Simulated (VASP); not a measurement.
Write the native input for VASP 6.6.1 that does the following.

| Item | Value |
| --- | --- |
| Task | single point |
| Functional | PBEsol |
| Potentials or basis | VASP PAW PBE potentials, release 64 (Hf_pv) |
| Cutoff | 520 eV |
| k mesh | 16 × 16 × 16 |
| Occupations | gaussian, width 0.1 eV |
| Spin | no spin polarisation |
| Dipole correction | no |
| Further INCAR settings | ALGO = Normal; EDIFF = 1e-07; NBANDS = 11 |

The structure of Hf lies in POSCAR:

```
Hf
1.0
   -1.7276968612      1.7276968612      1.7276968612
    1.7276968612     -1.7276968612      1.7276968612
    1.7276968612      1.7276968612     -1.7276968612
Hf
1
Direct
    0.0000000000      0.0000000000      0.0000000000
```

This isn't the form of Hf at room conditions, which is hcp.

The input as run:

INCAR

```
SYSTEM = Hf
PREC     = Accurate       ! precision mode
ENCUT    = 520            ! plane-wave cutoff, eV
EDIFF    = 1E-7           ! SCF threshold, eV
ISMEAR   = 0              ! smearing method
SIGMA    = 0.1            ! smearing width, eV
LREAL    = .False.        ! projectors in reciprocal space
LASPH    = .True.         ! aspherical terms in the spheres
NELM     = 100            ! most SCF steps
ALGO     = Normal         ! electronic algorithm
ISIF     = 2              ! what is computed and relaxed
LWAVE    = .False.        ! write WAVECAR
LCHARG   = .True.         ! write CHGCAR
GGA      = PS             ! functional
LELF     = .True.         ! ELF
LVHAR    = .True.       
NBANDS   = 11             ! bands
```

KPOINTS

```
Automatic mesh
0
Gamma
  16 16 16
  0 0 0
```

Potentials or basis: VASP PAW PBE potentials, release 64 (Hf_pv).

Launch:

```bash
$ cat potpaw_PBE.64/Hf_pv/POTCAR > POTCAR
$ mpirun -np 1 vasp_std > vasp.out
```

It gave:

| Item | Value |
| --- | --- |
| Pressure | 3.2 GPa |
| Band gap on the k mesh | zero (bands 5 and 6 overlap by 2.40 eV) |

Caveat: the cell stands under pressure; the PAW data sets were made with another functional, which shifts forces and pressure a little; spin-orbit coupling is left out, which moves the levels of the heavy elements.

Run time: 25 s on 1 thread of Intel(R) Xeon(R) Platinum 8488C (Sapphire Rapids), with other jobs on the host, peak memory 0.16 GiB.
